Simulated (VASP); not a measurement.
# TaTe (Fm-3m) in VASP: notebook, part 2 of 2

VASP 6.6.1. The steps go on from the part before.

### Step 5. Single point, PBE, collinear spin

INCAR

```
  PREC = Accurate
  ENCUT = 520
  EDIFF = 1E-6
  ISMEAR = -4
  SIGMA = 0.1
  LREAL = F
  LASPH = T
  NELM = 150
  ALGO = Normal
  ISIF = 2
  LWAVE = F
  LCHARG = T
  ISPIN = 2
  MAGMOM = 2 0
  LORBIT = 11
  LMAXMIX = 4
  GGA = PE
  LELF = T
  LVHAR = T
  NBANDS = 20
```

KPOINTS

```
Automatic mesh
0
Gamma
  10 10 10
```

POSCAR

```
TaTe
1.0
    0.0000000000      2.8479472292      2.8479472292
    2.8479472292      0.0000000000      2.8479472292
    2.8479472292      2.8479472292      0.0000000000
Ta Te
1 1
Direct
    0.5000000000      0.5000000000      0.5000000000
    0.0000000000      0.0000000000      0.0000000000
```

Potentials or basis: VASP PAW PBE potentials, release 64 (Ta_pv, Te).

On the command line:

```
> cat potpaw_PBE.64/Ta_pv/POTCAR potpaw_PBE.64/Te/POTCAR > POTCAR
> mpirun -np 1 vasp_std > vasp.out
```

OUTCAR:

```text
PREC = Accurate
   ENCUT = 520
   EDIFF = 1E-6
   ISMEAR = -4
   LREAL = F
   LASPH = T
   NELM = 150
   ISIF = 2
   ISPIN = 2
   LORBIT = 11
   GGA = PE

 ion  position               nearest neighbor table
   1  0.500  0.500  0.500-   2 2.85   2 2.85   2 2.85   2 2.85   2 2.85   2 2.85
   2  0.000  0.000  0.000-   1 2.85   1 2.85   1 2.85   1 2.85   1 2.85   1 2.85

  LATTYP: Found a face centered cubic cell.
 ALAT       =     5.6958944584

  Lattice vectors:

[... 1321 lines left out ...]
  in kB        4.6028550      4.6028550      4.6028550      0.0000000      0.0000000      0.0000000
  external PRESSURE =       4.6028550 kB  Pullay stress =       0.0000000 kB

 VOLUME and BASIS-vectors are now :
 -----------------------------------------------------------------------------
  energy-cutoff  :      520.00
  volume of cell :       46.20
      direct lattice vectors                 reciprocal lattice vectors
     0.000000000  2.847947229  2.847947229    -0.175565051  0.175565051  0.175565051
     2.847947229  0.000000000  2.847947229     0.175565051 -0.175565051  0.175565051
     2.847947229  2.847947229  0.000000000     0.175565051  0.175565051 -0.175565051

 POSITION                                       TOTAL-FORCE (eV/Angst)
 -----------------------------------------------------------------------------------
      2.84795      2.84795      2.84795         0.000000     -0.000000      0.000000
      0.00000      0.00000      0.00000        -0.000000      0.000000     -0.000000
 -----------------------------------------------------------------------------------
    total drift:                                0.000000     -0.000000      0.000000

  FREE ENERGIE OF THE ION-ELECTRON SYSTEM (eV)
  ---------------------------------------------------
  free  energy   TOTEN  =       -13.2865069088 eV

  energy  without entropy=      -13.2865069088  energy(sigma->0) =      -13.28650691

 total charge

# of ion       s       p       d       tot
------------------------------------------
    1        0.290   6.062   2.407   8.759
    2        1.326   2.038   0.130   3.494
--------------------------------------------------
tot          1.616   8.100   2.537  12.253

 magnetization (x)

# of ion       s       p       d       tot
------------------------------------------
    1        0.003   0.000   0.030   0.034
    2        0.000  -0.001   0.002   0.001
--------------------------------------------------
tot          0.004  -0.001   0.031   0.034
```

OSZICAR:

```text
N       E                     dE             d eps       ncg     rms          rms(c)
DAV:   1     0.106299087010E+03    0.10630E+03   -0.78046E+03  3760   0.737E+02
DAV:   2    -0.100497209551E+02   -0.11635E+03   -0.11141E+03  4472   0.221E+02
DAV:   3    -0.134991213638E+02   -0.34494E+01   -0.33904E+01  4584   0.338E+01
[... 21 lines left out ...]
DAV:  25    -0.132864725073E+02   -0.24581E-04   -0.36107E-05  4312   0.338E-02    0.339E-02
DAV:  26    -0.132865000556E+02   -0.27548E-04   -0.47833E-05  3944   0.441E-02    0.299E-02
DAV:  27    -0.132865021495E+02   -0.20939E-05   -0.41064E-06  4312   0.925E-03    0.197E-02
DAV:  28    -0.132865068899E+02   -0.47404E-05   -0.26493E-06  3944   0.104E-02    0.252E-02
DAV:  29    -0.132865069088E+02   -0.18885E-07   -0.14688E-07  1936   0.174E-03
   1 F= -.13286507E+02 E0= -.13286507E+02  d E =0.000000E+00  mag=     0.0543
```

stdout:

```text
POSCAR found type information on POSCAR TaTe
 POSCAR found :  2 types and       2 ions
 scaLAPACK will be used
 LDA part: xc-table for (Slater+PW92), standard interpolation
 POSCAR, INCAR and KPOINTS ok, starting setup
 FFT: planning ... GRIDC
 FFT: planning ... GRID_SOFT
 FFT: planning ... GRID
 WAVECAR not read
 entering main loop
 -----------------------------------------------------------------------------
|                                                                             |
|           W    W    AA    RRRRR   N    N  II  N    N   GGGG   !!!           |
|           W    W   A  A   R    R  NN   N  II  NN   N  G    G  !!!           |
|           W    W  A    A  R    R  N N  N  II  N N  N  G       !!!           |
|           W WW W  AAAAAA  RRRRR   N  N N  II  N  N N  G  GGG   !            |
|           WW  WW  A    A  R   R   N   NN  II  N   NN  G    G                |
|           W    W  A    A  R    R  N    N  II  N    N   GGGG   !!!           |
|                                                                             |
|     Tetrahedron method does not include variations of the Fermi             |
|     occupations, so forces and stress will be inaccurate. We suggest        |
|     using a different smearing scheme ISMEAR = 1 or 2 for metals in         |
|     relaxations.                                                            |
|                                                                             |
 -----------------------------------------------------------------------------
```

Run time: 1.9 min. Hardware: 1 thread of AMD EPYC 9R45 (Zen 5), shared host; peak memory 0.2 GiB.

Results:

* Free energy: -13.2865 eV
* Pressure: 0.5 GPa
* Net moment: 0.05 μB per cell
* Site moments: Ta +0.03; Te +0.00 μB
* Valence electrons inside the program's atomic spheres: Ta 8.76; Te 3.49

Caveat: spin-orbit coupling is left out, which moves the levels of the heavy elements.

### Step 6. Single point, PBE, collinear spin

INCAR

```
SYSTEM = TaTe
PREC = Accurate
ENCUT = 520
EDIFF = 1E-7
ISMEAR = 0
SIGMA = 0.05
LREAL = .FALSE.
LASPH = .TRUE.
NELM = 150
ALGO = Normal
ISIF = 2
LWAVE = .FALSE.
LCHARG = .FALSE.
ISPIN = 2
MAGMOM = 2 0
LORBIT = 11
LMAXMIX = 4
GGA = PE
NBANDS = 20
```

KPOINTS

```
regular mesh
0
G
  10 10 10
  0 0 0
```

POSCAR is that of step 5.

Potentials or basis: VASP PAW PBE potentials, release 64 (Ta_pv, Te).

On the command line:

```
> cat potpaw_PBE.64/Ta_pv/POTCAR potpaw_PBE.64/Te/POTCAR > POTCAR
> mpirun -np 1 vasp_std > vasp.out
```

Wall time 62 s (1 thread of AMD EPYC 9R45 (Zen 5), shared host); peak memory 0.2 GiB.

It converged, with:

- Free energy: -13.3501 eV
- Pressure: 0.0 GPa
- Net moment: 0.17 μB per cell
- Site moments: Ta +0.12; Te +0.00 μB
- Valence electrons inside the program's atomic spheres: Ta 8.76; Te 3.50

Levels at points of the mesh, in eV from the Fermi level:
Spin up:
| k point | band 7 | band 8 | band 9 | band 10 | band 11 | band 12 |
| --- | --- | --- | --- | --- | --- | --- |
| (0.00, 0.00, 0.00) | -1.77 | -1.48 | -1.48 | -1.48 | -1.03 | -1.03 |
| (0.50, 0.00, 0.00) | -4.83 | 0.34 | 0.34 | 0.46 | 1.90 | 4.54 |
| (0.50, 0.50, 0.00) | -3.55 | -3.03 | -0.48 | -0.18 | 1.06 | 1.06 |
Spin down:
```tsv
k point	band 6	band 7	band 8	band 9	band 10	band 11
(0.00, 0.00, 0.00)	-1.76	-1.76	-1.40	-1.40	-1.40	-0.93
(0.50, 0.00, 0.00)	-4.77	-4.77	0.43	0.43	0.55	1.93
(0.50, 0.50, 0.00)	-3.53	-3.53	-2.96	-0.39	-0.07	1.15
```

Caveat: spin-orbit coupling is left out, which moves the levels of the heavy elements.

### Step 7. Overview

| cell | smearing | gap on the mesh (eV) | pressure (GPa) | moment (μB) |
| --- | --- | --- | --- | --- |
| a = 4.025 Å, angles 60.0°, 2 atoms | gaussian 0.05 eV | none | 0.2 | 0.16 |
| a = 4.028 Å, angles 60.0°, 2 atoms | gaussian 0.05 eV | none | 0.0 | 0.17 |
| a = 4.028 Å, angles 60.0°, 2 atoms | tetrahedron | none | 0.5 | 0.05 |

Alike in all rows: task single point; level PBE; potentials or basis VASP PAW PBE potentials, release 64 (Ta_pv, Te); spin collinear; k mesh 10 × 10 × 10; cutoff (eV) 520.

Caveats: spin-orbit coupling is left out, which moves the levels of the heavy elements.

Total energies depend on the potentials used, so only differences within one code and one set of settings carry meaning.
